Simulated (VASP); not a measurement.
# PW (zincblende type) (F-43m) in VASP: further runs

Runs on PW (zincblende type). Level: LDA. Tasks: single point.

Program: VASP 6.6.1. These are calculated values, not measurements. Logs are shortened: lines on timing, memory, paths and dates and some standing lists are left out, and cuts for length are marked.

### 1 The cell of the first run

It takes space group F-43m (No. 216, cubic). Conventional cell: a = 4.875 Å, b = 4.875 Å, c = 4.875 Å, α = 90.00°, β = 90.00°, γ = 90.00°. W (site symmetry -43m) has 4 P at 2.11 Å within 2.8 Å. Within 2.8 Å of P (site symmetry -43m) lie 4 W at 2.11 Å.

### 2 Single point, LDA (volume scaled by 0.76, partial waves polarizable)

The input, INCAR:

```
PREC = Accurate
ENCUT = 520
EDIFF = 1E-6
ISMEAR = -1
SIGMA = 0.1
LREAL = F
LASPH = T
NELM = 80
ALGO = Normal
ISIF = 2
LWAVE = F
LCHARG = T
LELF = T
LVHAR = T
NBANDS = 16
```

The input, KPOINTS:

```
regular mesh
0
Gamma
  12 12 12
```

The input, POSCAR:

```
PW
1.0
    0.0000000000      2.4374965249      2.4374965249
    2.4374965249      0.0000000000      2.4374965249
    2.4374965249      2.4374965249      0.0000000000
W P
1 1
Direct
    0.0000000000      0.0000000000      0.0000000000
    0.2500000000      0.2500000000      0.2500000000
```

Potentials or basis: VASP PAW LDA potentials, release 64 (W_sv, P).

Command:

```console
cat potpaw_LDA.64/W_sv/POTCAR potpaw_LDA.64/P/POTCAR > POTCAR
mpirun -np 1 vasp_std > vasp.out
```

OUTCAR:

```text
PREC = Accurate
   ENCUT = 520
   EDIFF = 1E-6
   ISMEAR = -1
   LREAL = F
   LASPH = T
   NELM = 80
   ISIF = 2

 ion  position               nearest neighbor table
   1  0.000  0.000  0.000-   2 2.11   2 2.11   2 2.11   2 2.11
   2  0.250  0.250  0.250-   1 2.11   1 2.11   1 2.11   1 2.11

  LATTYP: Found a face centered cubic cell.
 ALAT       =     4.8749930498

  Lattice vectors:

 A1 = (   0.0000000000,   2.4374965249,   2.4374965249)
 A2 = (   2.4374965249,   0.0000000000,   2.4374965249)
 A3 = (   2.4374965249,   2.4374965249,   0.0000000000)

Analysis of symmetry for initial positions (statically):
=====================================================================
 Subroutine PRICEL returns:
 Original cell was already a primitive cell.

 Routine SETGRP: Setting up the symmetry group for a
 face centered cubic supercell.

 Subroutine GETGRP returns: Found 24 space group operations
 (whereof 24 operations were pure point group operations)
 out of a pool of 48 trial point group operations.

The static configuration has the point symmetry T_d .

Analysis of symmetry for dynamics (positions and initial velocities):
=====================================================================
 Subroutine PRICEL returns:
 Original cell was already a primitive cell.

 Routine SETGRP: Setting up the symmetry group for a
 face centered cubic supercell.

 Subroutine GETGRP returns: Found 24 space group operations
 (whereof 24 operations were pure point group operations)
 out of a pool of 48 trial point group operations.

The dynamic configuration has the point symmetry T_d .

 Subroutine INISYM returns: Found 24 space group operations
 (whereof 24 operations are pure point group operations),
 and found     1 'primitive' translations

----------------------------------------------------------------------------------------

                                     Primitive cell

  volume of cell :      28.9642

  direct lattice vectors                    reciprocal lattice vectors
     0.000000000  2.437496525  2.437496525    -0.205128498  0.205128498  0.205128498
     2.437496525  0.000000000  2.437496525     0.205128498 -0.205128498  0.205128498
     2.437496525  2.437496525  0.000000000     0.205128498  0.205128498 -0.205128498

  length of vectors
     3.447140644  3.447140644  3.447140644     0.355292980  0.355292980  0.355292980

  position of ions in fractional coordinates (direct lattice)
     0.000000000  0.000000000  0.000000000
     0.250000000  0.250000000  0.250000000

  ion indices of the primitive-cell ions
   primitive index   ion index
                 1           1
                 2           2

----------------------------------------------------------------------------------------

 KPOINTS: regular mesh

Automatic generation of k-mesh.
 Grid dimensions read from file:
 generate k-points for:   12   12   12

 Generating k-lattice:

  Cartesian coordinates                     Fractional coordinates (reciprocal lattice)
    -0.017094041  0.017094041  0.017094041     0.083333333  0.000000000  0.000000000
     0.017094041 -0.017094041  0.017094041     0.000000000  0.083333333  0.000000000
     0.017094041  0.017094041 -0.017094041     0.000000000  0.000000000  0.083333333

  Length of vectors
     0.029607748  0.029607748  0.029607748

  Shift w.r.t. Gamma in fractional coordinates (k-lattice)
     0.000000000  0.000000000  0.000000000

 Subroutine IBZKPT returns following result:
 ===========================================

 Found     72 irreducible k-points:

 Following reciprocal coordinates:
            Coordinates               Weight
  0.000000  0.000000  0.000000      1.000000
  0.083333  0.000000  0.000000      8.000000
  0.166667  0.000000  0.000000      8.000000
  0.250000  0.000000  0.000000      8.000000
  0.333333  0.000000  0.000000      8.000000
  0.416667  0.000000  0.000000      8.000000
[... 16 lines left out ...]
  0.500000  0.166667  0.000000     24.000000
 -0.416667  0.166667  0.000000     24.000000
 [... further k-points ...]
   k-points           NKPTS =     72   k-points in BZ     NKDIM =     72   number of bands    NBANDS=     16
   number of dos      NEDOS =    301   number of ions     NIONS =      2
   total plane-waves  NPLWV =  21952
   dimension x,y,z NGX =    28 NGY =   28 NGZ =   28
   dimension x,y,z NGXF=    56 NGYF=   56 NGZF=   56
   ions per type =               1   1
   NGX,Y,Z   is equivalent  to a cutoff of  13.50, 13.50, 13.50 a.u.
   NGXF,Y,Z  is equivalent  to a cutoff of  27.01, 27.01, 27.01 a.u.
 SYSTEM =  unknown system
   PREC   = accura    normal or accurate (medium, high low for compatibility)
   ISTART =      0    job   : 0-new  1-cont  2-samecut
   ICHARG =      2    charge: 1-file 2-atom 10-const
   ISPIN  =      1    spin polarized calculation?
   LNONCOLLINEAR =      F non collinear calculations
   LSORBIT =      F    spin-orbit coupling
   LASPH  =      T    aspherical Exc in radial PAW
   ENCUT  =  520.0 eV  38.22 Ry    6.18 a.u.   6.41  6.41  6.41*2*pi/ulx,y,z
   NELM   =     80;   NELMIN=  2; NELMDL= -5     # of ELM steps
   EDIFF  = 0.1E-05   stopping-criterion for ELM
   LREAL  =      F    real-space projection
   EDIFFG = 0.1E-04   stopping-criterion for IOM
   NSW    =      0    number of steps for IOM
   IBRION =     -1    ionic relax: 0-MD 1-quasi-New 2-CG
   NFREE  =      0    steps in history (QN), initial steepest desc. (CG)
   ISIF   =      2    stress and relaxation
   ISYM   =      2    0-nonsym 1-usesym 2-fastsym
   POTIM  = 0.5000    time-step for ionic-motion
   TEBEG  =    0.0;   TEEND  =   0.0 temperature during run
   PSTRESS=    0.0 pullay stress
   NELECT =      19.0000    total number of electrons
   NUPDOWN=      -1.0000    fix difference up-down
   EMIN   =  10.00;   EMAX   =-10.00  energy-range for DOS
   EFERMI =   0.00;   METHOD = LEGACY
   ISMEAR =    -1;   SIGMA  =   0.10  broadening in eV -4-tet -1-fermi 0-gaus
   EFERMI_NEDOS =   21; number of points for ismear=-14 and -15
   IALGO  =     38    algorithm
   IMIX   =      4    mixing-type and parameters
     AMIX     =   0.40;   BMIX     =  1.00
     AMIX_MAG =   1.60;   BMIX_MAG =  1.00
  volume/ion in A,a.u.               =      14.48        97.73
  Fermi-wavevector in a.u.,A,eV,Ry     =   1.422456  2.688051 27.529752  2.023380
  Thomas-Fermi vector in A             =   2.543157
   LORBIT       =      0    0 simple, 1 ext, 2 COOP (PROOUT), +10 PAW based schemes
   GGA     = CA    functional components
   LHFCALC =     F    Hartree Fock is set to
   AEXX    =    0.0000 exact exchange contribution
   IVDW    =     0    specifies the selected vdW correction
   LEPSILON=     F    determine dielectric tensor
   LRPA    =     F    only Hartree local field effects (RPA)
 non-spin polarized calculation
  energy-cutoff  :      520.00
  volume of cell :       28.96
 maximum number of plane-waves:       797
 NGX is ok and might be reduce to    28
   NGX = 13   NGY = 13   NGZ = 13

 number of electron      19.0000000 magnetization

 Free energy of the ion-electron system (eV)
  ---------------------------------------------------
  ext. energy  EPLUGINS =         0.00000000
  ---------------------------------------------------
  free energy    TOTEN  =       -17.21603968 eV

  energy without entropy =      -17.15293682  energy(sigma->0) =      -17.18448825

 E-fermi :  10.4624     XC(G=0): -12.5849

 val. band max:       10.4615912825   @ k =  -0.2500   0.2500   0.0833
 cond. band min:      10.4745856830   @ k =  -0.4167   0.3333   0.0833
 fundamental gap:      0.0129944005
 Fermi energy:        10.4624457131

 k-point     1 :       0.0000    0.0000    0.0000
  band No.  band energies     occupation
      1     -62.4050      2.00000
      2     -27.1463      2.00000
      3     -27.1463      2.00000
      4     -27.1463      2.00000
      5      -3.4099      2.00000
      6       5.0694      2.00000
[... 8 lines left out ...]
     15      23.0508      0.00000
     16      23.0508      0.00000

 k-point     2 :       0.0833    0.0000    0.0000
  band No.  band energies     occupation
      1     -62.4044      2.00000
      2     -27.1639      2.00000
      3     -27.1488      2.00000
      4     -27.1488      2.00000
      5      -3.2727      2.00000
      6       4.9545      2.00000
[... 8 lines left out ...]
     15      22.0014      0.00000
     16      22.6745      0.00000

 k-point     3 :       0.1667    0.0000    0.0000
  band No.  band energies     occupation
      1     -62.4026      2.00000
      2     -27.2115      2.00000
      3     -27.1555      2.00000
      4     -27.1555      2.00000
      5      -2.8875      2.00000
      6       4.6906      2.00000
[... 8 lines left out ...]
     15      20.1352      0.00000
     16      21.8651      0.00000

 k-point     4 :       0.2500    0.0000    0.0000
  band No.  band energies     occupation
      1     -62.4001      2.00000
      2     -27.2758      2.00000
      3     -27.1647      2.00000
      4     -27.1647      2.00000
      5      -2.3361      2.00000
      6       4.4468      2.00000
[... 8 lines left out ...]
     15      19.3239      0.00000
     16      21.7193      0.00000

 k-point     5 :       0.3333    0.0000    0.0000
  band No.  band energies     occupation
      1     -62.3975      2.00000
      2     -27.3392      2.00000
      3     -27.1739      2.00000
      4     -27.1739      2.00000
      5      -1.7589      2.00000
      6       4.3672      2.00000
[... 8 lines left out ...]
     15      20.8831      0.00000
     16      22.5847      0.00000

 k-point     6 :       0.4167    0.0000    0.0000
  band No.  band energies     occupation
      1     -62.3957      2.00000
      2     -27.3851      2.00000
      3     -27.1806      2.00000
      4     -27.1806      2.00000
      5      -1.3276      2.00000
      6       4.4716      2.00000
[... 8 lines left out ...]
     15      22.9727      0.00000
     16      23.5147      0.00000

 k-point     7 :       0.5000    0.0000    0.0000
  band No.  band energies     occupation
      1     -62.3950      2.00000
      2     -27.4018      2.00000
      3     -27.1831      2.00000
      4     -27.1831      2.00000
      5      -1.1704      2.00000
      6       4.5656      2.00000
[... 8 lines left out ...]
     15      23.8966      0.00000
     16      23.8967      0.00000

 k-point     8 :       0.0833    0.0833    0.0000
  band No.  band energies     occupation
      1     -62.4042      2.00000
      2     -27.1639      2.00000
      3     -27.1526      2.00000
      4     -27.1526      2.00000
      5      -3.2266      2.00000
      6       4.8708      2.00000
[... 8 lines left out ...]
     15      21.9864      0.00000
     16      22.4659      0.00000

 k-point     9 :       0.1667    0.0833    0.0000
  band No.  band energies     occupation
      1     -62.4028      2.00000
      2     -27.1993      2.00000
      3     -27.1604      2.00000
      4     -27.1574      2.00000
      5      -2.9225      2.00000
      6       4.6385      2.00000
[... 8 lines left out ...]
     15      20.6784      0.00000
     16      21.7243      0.00000
[... 172 lines left out ...]
 k-point    19 :       0.1667    0.1667    0.0000
  band No.  band energies     occupation
      1     -62.4018      2.00000
      2     -27.2111      2.00000
      3     -27.1695      2.00000
      4     -27.1695      2.00000
      5      -2.7069      2.00000
      6       4.3872      2.00000
[... 8 lines left out ...]
     15      19.7783      0.00000
     16      21.8279      0.00000

 k-point    20 :       0.2500    0.1667    0.0000
  band No.  band energies     occupation
      1     -62.3999      2.00000
      2     -27.2529      2.00000
      3     -27.1805      2.00000
      4     -27.1792      2.00000
      5      -2.2830      2.00000
      6       4.1343      2.00000
[... 8 lines left out ...]
     15      19.3582      0.00000
     16      21.5636      0.00000

 k-point    21 :       0.3333    0.1667    0.0000
  band No.  band energies     occupation
      1     -62.3976      2.00000
      2     -27.3052      2.00000
      3     -27.1916      2.00000
      4     -27.1903      2.00000
      5      -1.7453      2.00000
      6       4.0102      2.00000
[... 8 lines left out ...]
     15      20.0518      0.00000
     16      21.7209      0.00000

 k-point    22 :       0.4167    0.1667    0.0000
  band No.  band energies     occupation
      1     -62.3955      2.00000
      2     -27.3510      2.00000
      3     -27.2065      2.00000
      4     -27.1963      2.00000
      5      -1.2401      2.00000
      6       4.1041      2.00000
[... 8 lines left out ...]
     15      21.3688      0.00000
     16      22.6346      0.00000

 k-point    23 :       0.5000    0.1667    0.0000
  band No.  band energies     occupation
      1     -62.3942      2.00000
      2     -27.3783      2.00000
      3     -27.2200      2.00000
      4     -27.1970      2.00000
      5      -0.9221      2.00000
      6       4.3901      2.00000
[... 8 lines left out ...]
     15      22.2209      0.00000
     16      22.8808      0.00000

 k-point    24 :      -0.4167    0.1667    0.0000
  band No.  band energies     occupation
      1     -62.3940      2.00000
      2     -27.3805      2.00000
      3     -27.2280      2.00000
      4     -27.1922      2.00000
      5      -0.8809      2.00000
      6       4.6369      2.00000
[... 8 lines left out ...]
     15      22.3027      0.00000
     16      22.8180      0.00000

 [... further k-points ...]
[... 5 lines left out ...]
  --------------------------------------------------------------------------------------
  -------------------------------------------------------------------------------------
  Total       13.7606640     13.7606640     13.7606640      0.0000000      0.0000000      0.0000000
  in kB      761.1810402    761.1810402    761.1810402      0.0000000      0.0000000      0.0000000
  external PRESSURE =     761.1810402 kB  Pullay stress =       0.0000000 kB

 VOLUME and BASIS-vectors are now :
 -----------------------------------------------------------------------------
  energy-cutoff  :      520.00
  volume of cell :       28.96
      direct lattice vectors                 reciprocal lattice vectors
     0.000000000  2.437496525  2.437496525    -0.205128498  0.205128498  0.205128498
     2.437496525  0.000000000  2.437496525     0.205128498 -0.205128498  0.205128498
     2.437496525  2.437496525  0.000000000     0.205128498  0.205128498 -0.205128498

 POSITION                                       TOTAL-FORCE (eV/Angst)
 -----------------------------------------------------------------------------------
      0.00000      0.00000      0.00000         0.000000     -0.000000      0.000000
      1.21875      1.21875      1.21875        -0.000000      0.000000     -0.000000
 -----------------------------------------------------------------------------------
    total drift:                               -0.000001     -0.000001     -0.000001

  FREE ENERGIE OF THE ION-ELECTRON SYSTEM (eV)
  ---------------------------------------------------
  free  energy   TOTEN  =       -17.2160396761 eV

  energy  without entropy=      -17.1529368243  energy(sigma->0) =      -17.18448825
```

Run time: 53 s. Hardware: 1 thread of Intel Xeon 8259CL, shared host; peak memory 0.16 GiB.

What came out:

* Free energy: -17.2160 eV
* Pressure: 76.1 GPa

Levels at points of the mesh, in eV from the Fermi level:
```tsv
k point	band 8	band 9	band 10	band 11	band 12	band 13
(0.00, 0.00, 0.00)	-5.39	-0.78	-0.78	4.60	7.24	7.24
(0.50, 0.00, 0.00)	-4.78	0.27	0.27	0.62	4.66	4.66
(0.50, 0.50, 0.00)	-2.38	-2.38	0.68	1.37	1.86	1.86
```

Caveat: spin-orbit coupling is left out, which moves the levels of the heavy elements.

### 3 Single point, LDA (volume scaled by 0.84)

Changes to INCAR since step 2:

```diff
@@ -2,3 +2,3 @@
 ENCUT = 520
-EDIFF = 1E-6
+EDIFF = 1E-7
 ISMEAR = -1
```

The input, KPOINTS:

```
Automatic mesh
0
Gamma
  12 12 12
```

The input, POSCAR:

```
PW
1.0
    0.0000000000      2.5201858557      2.5201858557
    2.5201858557      0.0000000000      2.5201858557
    2.5201858557      2.5201858557      0.0000000000
W P
1 1
Direct
    0.0000000000      0.0000000000      0.0000000000
    0.2500000000      0.2500000000      0.2500000000
```

Potentials or basis: VASP PAW LDA potentials, release 64 (W_sv, P).

Command:

```console
cat potpaw_LDA.64/W_sv/POTCAR potpaw_LDA.64/P/POTCAR > POTCAR
mpirun -np 1 vasp_std > vasp.out
```

It took 61 s on 1 thread of Intel Xeon 8259CL, shared host; peak memory 0.17 GiB.

Results (log left out):

```yaml
Free_energy: -18.2989 eV
Pressure: 40.0 GPa
```

Levels at points of the mesh, in eV from the Fermi level:
| k point | band 8 | band 9 | band 10 | band 11 | band 12 | band 13 |
| --- | --- | --- | --- | --- | --- | --- |
| (0.00, 0.00, 0.00) | -4.97 | -0.60 | -0.60 | 4.11 | 6.96 | 6.96 |
| (0.50, 0.00, 0.00) | -4.40 | 0.26 | 0.26 | 0.47 | 4.30 | 4.30 |
| (0.50, 0.50, 0.00) | -2.44 | -2.26 | 0.42 | 1.22 | 1.74 | 1.74 |

Caveat: spin-orbit coupling is left out, which moves the levels of the heavy elements.

[end of part 1 of 2]
